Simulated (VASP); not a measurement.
Set up this calculation in VASP 6.6.1, as the native input.

```
Task                   : relaxation of cell and atoms
Functional             : PBE
Potentials or basis    : VASP PAW PBE potentials, release 64 (Sn_d, Te)
Cutoff                 : 600 eV
k mesh                 : 9 × 9 × 5
Occupations            : fermi-dirac, width 0.05 eV
Spin                   : no spin polarisation
Target pressure        : 0.015 GPa
Dipole correction      : no
Further INCAR settings : ALGO = Normal; EDIFF = 1e-06; IBRION = 2; EDIFFG = -0.005; NSW = 60; ISIF = 3
```

The structure of SnTe (NiAs type) lies in POSCAR:

```
SnTe
1.0
    4.6111109072      0.0000000000      0.0000000000
   -2.3055554536      3.9933391853      0.0000000000
    0.0000000000      0.0000000000      7.1472219062
Sn Te
2 2
Direct
    0.0000000000      0.0000000000      0.0000000000
    0.0000000000      0.0000000000      0.5000000000
    0.3333333333      0.6666666667      0.2500000000
    0.6666666667      0.3333333333      0.7500000000
```

The input as run:

INCAR

```
SYSTEM = SnTe
PREC = Accurate ; ENCUT = 600
EDIFF = 1E-6 ; ISMEAR = -1
SIGMA = 0.05 ; LREAL = .False.
LASPH = .True. ; NELM = 100
ALGO = Normal ; ISIF = 3
LWAVE = .False. ; LCHARG = .False.
GGA = PE ; IBRION = 2
NSW = 60 ; EDIFFG = -0.005
PSTRESS = 0.15
```

KPOINTS

```
Automatic mesh
0
Gamma
  9 9 5
  0 0 0
```

Potentials or basis: VASP PAW PBE potentials, release 64 (Sn_d, Te).

Launch:

```sh
$ cat potpaw_PBE.64/Sn_d/POTCAR potpaw_PBE.64/Te/POTCAR > POTCAR
$ mpirun -np 1 vasp_std > vasp.out
```

It gave:

The relaxed volume is 33.48 Å³/atom. The relaxed cell is a = 4.435 Å, b = 4.435 Å, c = 7.861 Å, α = 90.00°, β = 90.00°, γ = 120.00° and the space group after relaxing (to 0.1 Å) is P6_3/mmc (No. 194). The energy change on relaxing (the run minimises the enthalpy) is -32.0 meV/atom. The ionic steps are 11. The pressure after relaxing is 0.0 GPa and the band gap on the k mesh is zero (bands 20 and 21 overlap by 0.53 eV).

Caveat: the cell is relaxed towards a set pressure, so the run minimises the enthalpy, not the energy; semilocal functionals underestimate gaps, and a narrow one can read as zero; spin-orbit coupling is left out, which moves the levels of the heavy elements.

It took 8.7 min on 1 thread of Intel(R) Xeon(R) 6975P-C (Granite Rapids), with other jobs on the host, peak memory 0.39 GiB.
